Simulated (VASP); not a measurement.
Here is a VASP 6.6.1 calculation.

Contents of INCAR:

```
SYSTEM = Zr
PREC = Accurate ; ENCUT = 520
EDIFF = 1E-8 ; ISMEAR = -1
SIGMA = 0.08 ; LREAL = .FALSE.
LASPH = .TRUE. ; NELM = 80
ALGO = Normal ; ISIF = 2
LWAVE = .FALSE. ; LCHARG = .FALSE.
GGA = PE ; LEFG = .TRUE.
NBANDS = 19
```

File KPOINTS:

```
Automatic mesh
0
G
  13 13 7
  0 0 0
```

File POSCAR:

```
Zr
1.0
    3.2319982225      0.0000000000      0.0000000000
   -1.6159991112      2.7989925656      0.0000000000
    0.0000000000      0.0000000000      5.1984700000
Zr
2
Direct
    0.3333333333      0.6666666667      0.2500000000
    0.6666666667      0.3333333333      0.7500000000
```

Potentials or basis: VASP PAW PBE potentials, release 64 (Zr_sv).

Run with:

```console
$ cat potpaw_PBE.64/Zr_sv/POTCAR > POTCAR
$ mpirun -np 1 vasp_std > vasp.out
```

Problem. Estimate the pressure.

Solution. -0.5 GPa.

Problem. Estimate the band gap on the k mesh.

Solution. Zero (band 12 reaches 9.76 eV, above the bottom of band 13 at 8.65 eV).

Electric field gradients, principal values (V/Å²):
```
atom    least   middle  greatest (by size)
1 Zr  -17.780  -17.780              35.559
2 Zr  -17.780  -17.780              35.559
```

Caveat: the cell differs from its parent crystal (zz strain of +1 %); without QUAD_EFG the Cq values of the log hold for a quadrupole moment of 1 mb, not for the nuclei.
